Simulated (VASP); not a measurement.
O, 4 atoms in the cell. The typed cell holds 4 atoms: a = 2.458 Å, b = 2.458 Å, c = 7.807 Å, α = 90.00°, β = 90.00°, γ = 120.00°.  This cell differs from its parent crystal: atoms moved at random.

```yaml
Program: VASP 6.6.1
Task: single point
Functional: PBE
Potentials_or_basis: VASP PAW PBE potentials, release 64 (O)
Cutoff: 520 eV
k_mesh: 12 × 12 × 4
Occupations: fermi-dirac, width 0.05 eV
Spin: no spin polarisation
Dipole_correction: no
Further_INCAR_settings: ALGO = Normal; EDIFF = 1e-06; NBANDS = 20
```

Potentials or basis: VASP PAW PBE potentials, release 64 (O).

The run is started by

```sh
$ cat potpaw_PBE.64/O/POTCAR > POTCAR
$ mpirun -np 1 vasp_std > vasp.out
```

Hardware: 1 thread of Intel(R) Xeon(R) Platinum 8488C (Sapphire Rapids) (shared host).

**Question.** Estimate the wall time of this run.

**Answer.** Wall time 3.3 min on 1 thread of Intel(R) Xeon(R) Platinum 8488C (Sapphire Rapids) (shared host), peak memory 0.26 GiB. Counts: scf iterations 15, k points 292.
